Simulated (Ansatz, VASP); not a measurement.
## One calculation of Ta2N, two programs

```
CELL_PARAMETERS angstrom
3.06184 0.00000 0.00000
-1.53092 2.65163 0.00000
0.00000 0.00000 4.67562
ATOMIC_POSITIONS crystal
Ta 0.66667 0.33333 0.74669
Ta 0.33333 0.66667 0.25331
N 0.00000 0.00000 0.00000
```

Change from the starting cell: engineering shear strain xy +0.0000, normal strain along z -0.0233.

Alike in both runs: task single point; functional LDA; k mesh 15 × 15 × 8; occupations gaussian, width 0.15 eV; no spin polarisation.

|  | VASP | Ansatz |
| --- | --- | --- |
| version | VASP 6.6.1 | Ansatz 0.2.0 |
| potentials or method | VASP PAW LDA potentials, release 64 (Ta_pv, N), cutoff 520 eV | scalar-relativistic, plane waves, PAW |
| valence electrons in the cell | 27 | 31 |

Ansatz gave:

- gap on the k mesh at the Fermi level (eV): none
- pressure (GPa): 8.0
- traceless stress, the component that is largest in VASP (GPa): 3.89
- rms of the force components (eV/Å): 0.014

Q: Estimate VASP's values.

A: gap on the k mesh at the Fermi level (eV): none; pressure (GPa): 9.7; traceless stress, the component that is largest in VASP (GPa): 3.79; rms of the force components (eV/Å): 0.012.

Ansatz warns that its potentials were made for another functional, while VASP's fit it. LDA's correlation is that of Perdew and Zunger in VASP and of Perdew and Wang (1992) in Ansatz. Atom by atom the forces differ by 0.026 eV/Å (rms over components). A gap of «none» marks a metal or a gap that the smearing closes. VASP's potentials hold 27 valence electrons a cell and Ansatz's 31, so a difference there can come from the potentials and not from the codes.

Spin-orbit coupling is off throughout.
